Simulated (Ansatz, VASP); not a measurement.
# MgH: VASP beside Ansatz

```
Mg H
1.0
     3.06470    0.00000    0.00000
    -1.53235    2.65411    0.00000
     0.00000    0.00000   12.66861
Mg H
4 4
Direct
  0.00000 0.00000 0.00000
  0.33333 0.66667 0.25000
  0.00000 0.00000 0.50000
  0.66667 0.33333 0.75000
  0.00000 0.00000 0.83538
  0.00000 0.00000 0.16462
  0.00000 0.00000 0.33538
  0.00000 0.00000 0.66462
```

Alike in both runs: functional r2SCAN; k mesh 12 × 12 × 4; occupations gaussian, width 0.1 eV; no spin polarisation.

Ansatz relaxed the structure, and its values are those at the end. VASP's run is a single point on that final structure, the one shown.

|  | VASP | Ansatz |
| --- | --- | --- |
| version | VASP 6.6.1 | Ansatz 0.2.0 |
| potentials or method | VASP PAW PBE potentials, release 64 (Mg, H), cutoff 520 eV | scalar-relativistic, plane waves, PAW |
| valence electrons in the cell | 12 | 44 |

|  | VASP | Ansatz | Ansatz less VASP |
| --- | --- | --- | --- |
| gap on the k mesh at the Fermi level (eV) | none | none | - |
| pressure (GPa) | -0.3 | 0.0 | +0.36 |

VASP's potentials were made for PBE, not for r2SCAN. A gap of «none» marks a metal or a gap that the smearing closes. VASP's potentials hold 12 valence electrons a cell and Ansatz's 44, so a difference there can come from the potentials and not from the codes.
